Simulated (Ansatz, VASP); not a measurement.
**Two plane-wave programs on Ti**

File POSCAR:

```
Ti
1.0
    4.6822222489      0.0000000000      0.0000000000
   -2.3411111244      4.0549234137      0.0000000000
    0.0000000000      0.0000000000      2.6833347900
Ti
3
Direct
    0.0000000000      0.0000000000      0.0000000000
    0.3333333333      0.6666666667      0.5000000000
    0.6666666667      0.3333333333      0.5000000000
```

Contents of INCAR.step1:

```
PREC     = Accurate       # precision mode
ENCUT    = 520            # plane-wave cutoff, eV
ISMEAR   = 0              # smearing method
SIGMA    = 0.15           # smearing width, eV
LREAL    = F              # projectors in reciprocal space
LASPH    = T              # aspherical terms in the spheres
NELM     = 80             # most SCF steps
NBANDS   = 25             # bands
GGA      = PE             # functional
ALGO     = Normal         # electronic algorithm
EDIFF    = 1E-4           # SCF threshold, eV
LWAVE    = T              # write WAVECAR
LCHARG   = F              # write CHGCAR
```

The input INCAR.step2:

```
PREC     = Accurate       # precision mode
ENCUT    = 520            # plane-wave cutoff, eV
EDIFF    = 1E-7           # SCF threshold, eV
ISMEAR   = 0              # smearing method
SIGMA    = 0.15           # smearing width, eV
LREAL    = F              # projectors in reciprocal space
LASPH    = T              # aspherical terms in the spheres
NELM     = 80             # most SCF steps
ALGO     = Normal         # electronic algorithm
ISIF     = 2              # what is computed and relaxed
LWAVE    = F              # write WAVECAR
LCHARG   = F              # write CHGCAR
METAGGA  = R2SCAN         # meta-GGA
LMIXTAU  = T            
NBANDS   = 25             # bands
ISTART   = 1
```

The input KPOINTS:

```
regular mesh
0
Gamma
  12 12 16
```

Input for Ansatz:

```yaml
crystal:
  lattice:
    - [4.6822222489, 0.0, 0.0]
    - [-2.3411111244, 4.0549234137, 0.0]
    - [0.0, 0.0, 2.68333479]
  atoms:
    - { symbol: Ti, position: [0.0, 0.0, 0.0] }
    - { symbol: Ti, position: [0.3333333333, 0.6666666667, 0.5] }
    - { symbol: Ti, position: [0.6666666667, 0.3333333333, 0.5] }
basis:
  ecutwfc: 500
kpoints:
  mp_grid: { grid: [12, 12, 16] }
hamiltonian:
  xc: r2scan
scf:
  occupations: { method: gaussian, width: 0.15 }
output:
  forces: true
  stress: true
  eigenvalues: true
```

Change from the starting cell: strain +0.025 along x and y, -0.050 along z, atoms carried along.

Alike in both runs: task single point; functional r2SCAN; k mesh 12 × 12 × 16; occupations gaussian, width 0.15 eV; no spin polarisation.

|  | VASP | Ansatz |
| --- | --- | --- |
| version | VASP 6.6.1 | Ansatz 0.2.0 |
| potentials or method | VASP PAW PBE potentials, release 64 (Ti_sv), cutoff 520 eV | scalar-relativistic, plane waves, PAW |
| valence electrons in the cell | 36 | 36 |

```tsv
	VASP	Ansatz	Ansatz less VASP
gap on the k mesh at the Fermi level (eV)	none	none	-
pressure (GPa)	1.4	0.9	-0.45
traceless stress, the component that is largest in VASP (GPa)	10.82	10.77	-0.050
```

VASP's potentials were made for PBE, not for r2SCAN. A gap of «none» marks a metal or a gap that the smearing closes.
